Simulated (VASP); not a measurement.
# Si3C (Cmcm) in VASP: single point with PBE

Aim: the single point of Si3C with PBE.

All numbers are computed with VASP 6.6.1; they aren't measurements. Logs are shortened: lines on timing, memory, paths and dates and some standing lists are left out, and cuts for length are marked.

## 1. The cell of the first run

The structure is orthorhombic, space group Cmcm (No. 63). Conventional cell: a = 5.981 Å, b = 9.915 Å, c = 3.812 Å, α = 90.00°, β = 90.00°, γ = 90.00°. Within 3.3 Å of Si (site symmetry m2m) lie 8 Si at 2.49 to 3.22 Å. Si (site symmetry m) has 1 C at 1.87 Å and 2 Si at 2.49 Å within 2.5 Å. C (site symmetry m2m) has 2 Si at 1.87 Å and 2 C at 1.91 Å within 2.5 Å.

## 2. Single point, PBE

File INCAR:

```
SYSTEM = Si3C
ALGO = Normal ; EDIFF = 1E-6
ENCUT = 520 ; GGA = PE
ISIF = 2 ; ISMEAR = 0
LASPH = .True. ; LCHARG = .False.
LREAL = .False. ; LWAVE = .False.
NBANDS = 26 ; NELM = 100
PREC = Accurate ; SIGMA = 0.1
```

File KPOINTS:

```
k-points
0
Gamma
  4 4 4
  0 0 0
```

File POSCAR:

```
Si3C
1.0
    2.9903803924     -4.9577207017      0.0000000000
    2.9903803924      4.9577207017      0.0000000000
    0.0000000000      0.0000000000      3.8115249024
Si C
6 2
Direct
    0.1509430859      0.8490569141      0.2500000000
    0.8490569141      0.1509430859      0.7500000000
    0.1354647394      0.3980460488      0.2500000000
    0.8645352606      0.6019539512      0.7500000000
    0.3980460488      0.1354647394      0.7500000000
    0.6019539512      0.8645352606      0.2500000000
    0.4941995119      0.5058004881      0.2500000000
    0.5058004881      0.4941995119      0.7500000000
```

Potentials or basis: VASP PAW PBE potentials, release 64 (Si, C).

The run is started by

```sh
$ cat potpaw_PBE.64/Si/POTCAR potpaw_PBE.64/C/POTCAR > POTCAR
$ mpirun -np 1 vasp_std > vasp.out
```

OUTCAR:

```text
SYSTEM = Si3C
   EDIFF = 1E-6
   ENCUT = 520
   GGA = PE
   ISIF = 2
   ISMEAR = 0
   LASPH = .True.
   LREAL = .False.
   NELM = 100
   PREC = Accurate

 ion  position               nearest neighbor table
   1  0.151  0.849  0.250-   4 2.49   5 2.49   4 2.49   5 2.49   3 2.57   6 2.57
   2  0.849  0.151  0.750-   3 2.49   6 2.49   3 2.49   6 2.49   5 2.57   4 2.57
   3  0.135  0.398  0.250-   7 1.87   2 2.49   2 2.49   1 2.57   6 2.79   4 3.04   4 3.04
   4  0.865  0.602  0.750-   8 1.87   1 2.49   1 2.49   2 2.57   5 2.79   3 3.04   3 3.04
   5  0.398  0.135  0.750-   8 1.87   1 2.49   1 2.49   2 2.57   4 2.79   6 3.04   6 3.04
   6  0.602  0.865  0.250-   7 1.87   2 2.49   2 2.49   1 2.57   3 2.79   5 3.04   5 3.04
   7  0.494  0.506  0.250-   3 1.87   6 1.87   8 1.91   8 1.91
   8  0.506  0.494  0.750-   4 1.87   5 1.87   7 1.91   7 1.91

  LATTYP: Found a base centered orthorhombic cell.
 ALAT       =     5.9807607848
 B/A-ratio  =     1.6578896499
 C/A-ratio  =     0.6372976682

  Lattice vectors:

 A1 = (   2.9903803924,  -4.9577207017,   0.0000000000)
 A2 = (   2.9903803924,   4.9577207017,   0.0000000000)
 A3 = (   0.0000000000,   0.0000000000,   3.8115249024)

Analysis of symmetry for initial positions (statically):
=====================================================================
 Subroutine PRICEL returns:
 Original cell was already a primitive cell.

 Routine SETGRP: Setting up the symmetry group for a
 base centered orthorhombic supercell.

 Subroutine GETGRP returns: Found  8 space group operations
 (whereof  4 operations were pure point group operations)
 out of a pool of  8 trial point group operations.

The static configuration has the point symmetry C_2h.
 The point group associated with its full space group is D_2h.

Analysis of symmetry for dynamics (positions and initial velocities):
=====================================================================
 Subroutine PRICEL returns:
 Original cell was already a primitive cell.

 Routine SETGRP: Setting up the symmetry group for a
 base centered orthorhombic supercell.

 Subroutine GETGRP returns: Found  8 space group operations
 (whereof  4 operations were pure point group operations)
 out of a pool of  8 trial point group operations.

The dynamic configuration has the point symmetry C_2h.
 The point group associated with its full space group is D_2h.

 Subroutine INISYM returns: Found  8 space group operations
 (whereof  4 operations are pure point group operations),
 and found     1 'primitive' translations

----------------------------------------------------------------------------------------

                                     Primitive cell

  volume of cell :     113.0153

  direct lattice vectors                    reciprocal lattice vectors
     2.990380392 -4.957720702  0.000000000     0.167202808 -0.100852797  0.000000000
     2.990380392  4.957720702  0.000000000     0.167202808  0.100852797  0.000000000
     0.000000000  0.000000000  3.811524902     0.000000000  0.000000000  0.262362185

  length of vectors
     5.789764196  5.789764196  3.811524902     0.195264093  0.195264093  0.262362185

  position of ions in fractional coordinates (direct lattice)
     0.150943086  0.849056914  0.250000000
     0.849056914  0.150943086  0.750000000
     0.135464739  0.398046049  0.250000000
     0.864535261  0.601953951  0.750000000
     0.398046049  0.135464739  0.750000000
     0.601953951  0.864535261  0.250000000
     0.494199512  0.505800488  0.250000000
     0.505800488  0.494199512  0.750000000

  ion indices of the primitive-cell ions
   primitive index   ion index
                 1           1
                 2           2
                 3           3
                 4           4
                 5           5
                 6           6
                 7           7
                 8           8

----------------------------------------------------------------------------------------

 KPOINTS: k-points

Automatic generation of k-mesh.
 Grid dimensions read from file:
 generate k-points for:    4    4    4

 Generating k-lattice:

  Cartesian coordinates                     Fractional coordinates (reciprocal lattice)
     0.041800702 -0.025213199  0.000000000     0.250000000  0.000000000  0.000000000
     0.041800702  0.025213199  0.000000000     0.000000000  0.250000000  0.000000000
     0.000000000  0.000000000  0.065590546     0.000000000  0.000000000  0.250000000

  Length of vectors
     0.048816023  0.048816023  0.065590546

  Shift w.r.t. Gamma in fractional coordinates (k-lattice)
     0.000000000  0.000000000  0.000000000

 Subroutine IBZKPT returns following result:
 ===========================================

 Found     21 irreducible k-points:

 Following reciprocal coordinates:
            Coordinates               Weight
  0.000000  0.000000  0.000000      1.000000
  0.250000 -0.000000  0.000000      4.000000
  0.500000 -0.000000  0.000000      2.000000
  0.250000  0.250000  0.000000      2.000000
  0.500000  0.250000  0.000000      4.000000
 -0.250000  0.250000  0.000000      2.000000
[... 13 lines left out ...]
 -0.250000  0.250000  0.500000      2.000000
  0.500000  0.500000  0.500000      1.000000
   k-points           NKPTS =     21   k-points in BZ     NKDIM =     21   number of bands    NBANDS=     26
   number of dos      NEDOS =    301   number of ions     NIONS =      8
   total plane-waves  NPLWV =  64512
   dimension x,y,z NGX =    48 NGY =   48 NGZ =   28
   dimension x,y,z NGXF=    96 NGYF=   96 NGZF=   56
   ions per type =               6   2
   NGX,Y,Z   is equivalent  to a cutoff of  13.78, 13.78, 12.21 a.u.
   NGXF,Y,Z  is equivalent  to a cutoff of  27.57, 27.57, 24.43 a.u.
 SYSTEM =  Si3C
   PREC   = accura    normal or accurate (medium, high low for compatibility)
   ISTART =      0    job   : 0-new  1-cont  2-samecut
   ICHARG =      2    charge: 1-file 2-atom 10-const
   ISPIN  =      1    spin polarized calculation?
   LNONCOLLINEAR =      F non collinear calculations
   LSORBIT =      F    spin-orbit coupling
   LASPH  =      T    aspherical Exc in radial PAW
   ENCUT  =  520.0 eV  38.22 Ry    6.18 a.u.  10.77 10.77  7.09*2*pi/ulx,y,z
   NELM   =    100;   NELMIN=  2; NELMDL= -5     # of ELM steps
   EDIFF  = 0.1E-05   stopping-criterion for ELM
   LREAL  =      F    real-space projection
   EDIFFG = 0.1E-04   stopping-criterion for IOM
   NSW    =      0    number of steps for IOM
   IBRION =     -1    ionic relax: 0-MD 1-quasi-New 2-CG
   NFREE  =      0    steps in history (QN), initial steepest desc. (CG)
   ISIF   =      2    stress and relaxation
   ISYM   =      2    0-nonsym 1-usesym 2-fastsym
   POTIM  = 0.5000    time-step for ionic-motion
   TEBEG  =    0.0;   TEEND  =   0.0 temperature during run
   PSTRESS=    0.0 pullay stress
   NELECT =      32.0000    total number of electrons
   NUPDOWN=      -1.0000    fix difference up-down
   EMIN   =  10.00;   EMAX   =-10.00  energy-range for DOS
   EFERMI =   0.00;   METHOD = LEGACY
   ISMEAR =     0;   SIGMA  =   0.10  broadening in eV -4-tet -1-fermi 0-gaus
   EFERMI_NEDOS =   21; number of points for ismear=-14 and -15
   IALGO  =     38    algorithm
   IMIX   =      4    mixing-type and parameters
     AMIX     =   0.40;   BMIX     =  1.00
     AMIX_MAG =   1.60;   BMIX_MAG =  1.00
  volume/ion in A,a.u.               =      14.13        95.33
  Fermi-wavevector in a.u.,A,eV,Ry     =   1.075010  2.031474 15.723518  1.155646
  Thomas-Fermi vector in A             =   2.210854
   LORBIT       =      0    0 simple, 1 ext, 2 COOP (PROOUT), +10 PAW based schemes
   GGA     = PE    functional components
   LHFCALC =     F    Hartree Fock is set to
   AEXX    =    0.0000 exact exchange contribution
   IVDW    =     0    specifies the selected vdW correction
   LEPSILON=     F    determine dielectric tensor
   LRPA    =     F    only Hartree local field effects (RPA)
 non-spin polarized calculation
 Gauss-broadening in eV      SIGMA  =   0.10
  energy-cutoff  :      520.00
  volume of cell :      113.02
 maximum number of plane-waves:      3066
 NGX is ok and might be reduce to    48
   NGX = 21   NGY = 21   NGZ = 15

 number of electron      32.0000000 magnetization

 Free energy of the ion-electron system (eV)
  ---------------------------------------------------
  ext. energy  EPLUGINS =         0.00000000
  ---------------------------------------------------
  free energy    TOTEN  =       -43.64291688 eV

  energy without entropy =      -43.63073440  energy(sigma->0) =      -43.63682564

 E-fermi :   8.2072     XC(G=0): -10.6979

 val. band max:        8.1805738207   @ k =   0.5000   0.2500   0.2500
 cond. band min:       8.2101327394   @ k =   0.5000   0.2500   0.0000
 fundamental gap:      0.0295589187
 Fermi energy:         8.2072448166

 k-point     1 :       0.0000    0.0000    0.0000
  band No.  band energies     occupation
      1      -7.2491      2.00000
      2      -3.1962      2.00000
      3      -2.0218      2.00000
      4      -0.8648      2.00000
      5      -0.6542      2.00000
      6      -0.3202      2.00000
[... 18 lines left out ...]
     25      12.4283      0.00000
     26      13.3487      0.00000

 k-point     2 :       0.2500   -0.0000    0.0000
  band No.  band energies     occupation
      1      -7.1145      2.00000
      2      -3.7037      2.00000
      3      -2.1309      2.00000
      4      -1.8705      2.00000
      5      -0.0564      2.00000
      6       1.1062      2.00000
[... 18 lines left out ...]
     25      12.9660      0.00000
[... 521 lines left out ...]
     25      13.9134      0.00000
     26      13.9134      0.00000

 k-point    21 :       0.5000    0.5000    0.5000
  band No.  band energies     occupation
      1      -5.0534      2.00000
      2      -5.0534      2.00000
      3      -1.5729      2.00000
      4      -1.5729      2.00000
      5       0.3015      2.00000
      6       0.3015      2.00000
[... 18 lines left out ...]
     25      13.9944      0.00000
     26      13.9996      0.00000

------------------------ aborting loop because EDIFF is reached ----------------------------------------

  FORCE on cell =-STRESS in cart. coord.  units (eV):
  Direction    XX          YY          ZZ          XY          YZ          ZX
  --------------------------------------------------------------------------------------
  -------------------------------------------------------------------------------------
  Total        0.0101267     -0.0230691     -0.1157630      0.0000000      0.0000000      0.0000000
  in kB        0.1435632     -0.3270417     -1.6411301      0.0000000      0.0000000      0.0000000
  external PRESSURE =      -0.6082028 kB  Pullay stress =       0.0000000 kB

 VOLUME and BASIS-vectors are now :
 -----------------------------------------------------------------------------
  energy-cutoff  :      520.00
  volume of cell :      113.02
      direct lattice vectors                 reciprocal lattice vectors
     2.990380392 -4.957720702  0.000000000     0.167202808 -0.100852797  0.000000000
     2.990380392  4.957720702  0.000000000     0.167202808  0.100852797  0.000000000
     0.000000000  0.000000000  3.811524902     0.000000000  0.000000000  0.262362185

 POSITION                                       TOTAL-FORCE (eV/Angst)
 -----------------------------------------------------------------------------------
      2.99038      3.46105      0.95288         0.000000     -0.004295     -0.000000
      2.99038     -3.46105      2.85864         0.000000      0.004295      0.000000
      1.59540      1.30180      0.95288        -0.032234     -0.000713     -0.000000
      4.38536     -1.30180      2.85864         0.032234      0.000713      0.000000
      1.59540     -1.30180      2.85864        -0.032234      0.000713      0.000000
      4.38536      1.30180      0.95288         0.032234     -0.000713     -0.000000
      2.99038      0.05751      0.95288         0.000000     -0.042356     -0.000000
      2.99038     -0.05751      2.85864         0.000000      0.042356     -0.000000
 -----------------------------------------------------------------------------------
    total drift:                                0.000000     -0.000000      0.000000

  FREE ENERGIE OF THE ION-ELECTRON SYSTEM (eV)
  ---------------------------------------------------
  free  energy   TOTEN  =       -43.6429168819 eV

  energy  without entropy=      -43.6307344017  energy(sigma->0) =      -43.63682564
```

It took 59 s on 1 thread of Intel Xeon Platinum 8375C at 2.90GHz (Ice Lake), shared host; peak memory 0.24 GiB.

What came out:

- Free energy: -43.6429 eV
- Pressure: -0.1 GPa
- Largest force: 0.042 eV/Å
- Band gap on the k mesh: zero (band 16 reaches 8.52 eV, above the bottom of band 17 at 7.63 eV)

Forces in eV/Å, atoms in the order of the input:
```
Si   0.000 -0.004  0.000
Si   0.000  0.004  0.000
Si  -0.032 -0.001  0.000
Si   0.032  0.001  0.000
Si  -0.032  0.001  0.000
Si   0.032 -0.001  0.000
C    0.000 -0.042  0.000
C    0.000  0.042  0.000
```

Levels at points of the mesh, in eV from the Fermi level:
```tsv
k point	band 13	band 14	band 15	band 16	band 17	band 18	band 19	band 20
(0.00, 0.00, 0.00)	-2.03	-0.86	-0.68	0.32	0.86	1.02	1.06	1.52
(0.50, 0.00, 0.00)	-2.60	-2.01	-0.92	-0.64	0.21	0.69	0.72	1.71
(0.50, 0.50, 0.00)	-1.64	-1.62	-1.24	-0.61	0.12	0.67	0.94	1.27
(0.00, 0.00, 0.50)	-3.17	-3.17	-0.14	-0.14	2.18	2.18	3.42	3.42
(0.50, 0.00, 0.50)	-2.52	-2.52	-1.29	-1.29	0.99	0.99	1.67	1.67
(0.50, 0.50, 0.50)	-1.95	-1.95	-1.75	-1.75	1.16	1.16	2.36	2.36
```

Caveat: the k points lie up to 0.41 Å⁻¹ apart.
